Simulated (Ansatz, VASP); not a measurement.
# One calculation of HfN, two programs

Contents of INCAR:

```
  PREC = Accurate
  ENCUT = 520
  EDIFF = 1E-6
  ISMEAR = 0
  SIGMA = 0.15
  LREAL = F
  LASPH = T
  NELM = 60
  ALGO = Normal
  ISIF = 2
  LWAVE = F
  LCHARG = F
  GGA = PS
  NBANDS = 14
```

KPOINTS

```
regular mesh
0
Gamma
  16 16 16
```

The input POSCAR:

```
HfN
1.0
    0.0000000000      2.4548220000      2.5775631000
    2.4548220000      0.0000000000      2.5775631000
    2.4548220000      2.4548220000      0.0000000000
Hf N
1 1
Direct
    0.0000000000      0.0000000000      0.0000000000
    0.7500000000      0.7500000000      0.7500000000
```

Input for Ansatz:

```yaml
crystal:
  lattice:
    - [0.0, 2.454822, 2.5775631]
    - [2.454822, 0.0, 2.5775631]
    - [2.454822, 2.454822, 0.0]
  atoms:
    - { symbol: Hf, position: [0.0, 0.0, 0.0] }
    - { symbol: "N", position: [0.75, 0.75, 0.75] }
basis:
  ecutwfc: 420
kpoints:
  mp_grid: { grid: [16, 16, 16] }
hamiltonian:
  xc: pbesol
scf:
  occupations: { method: gaussian, width: 0.15 }
output:
  forces: true
  stress: true
  eigenvalues: true
```

Change from the starting cell: strain +0.000 along x and y, +0.050 along z, atoms carried along.

Alike in both runs: task single point; functional PBEsol; k mesh 16 × 16 × 16; occupations gaussian, width 0.15 eV; no spin polarisation.

|  | VASP | Ansatz |
| --- | --- | --- |
| version | VASP 6.6.1 | Ansatz 0.2.0 |
| potentials or method | VASP PAW PBE potentials, release 64 (Hf_pv, N), cutoff 520 eV | scalar-relativistic, plane waves, PAW |
| valence electrons in the cell | 15 | 31 |

```tsv
	VASP	Ansatz	Ansatz less VASP
gap on the k mesh at the Fermi level (eV)	none	none	-
pressure (GPa)	-14.1	-13.1	+0.98
traceless stress, the component that is largest in VASP (GPa)	-5.24	-5.22	+0.021
```

VASP's potentials were made for PBE, not for PBEsol. A gap of «none» marks a metal or a gap that the smearing closes. With one functional, cell and mesh, what is left measures potentials, basis and numerics. VASP's potentials hold 15 valence electrons a cell and Ansatz's 31, so a difference there can come from the potentials and not from the codes.

Spin-orbit coupling is off throughout.
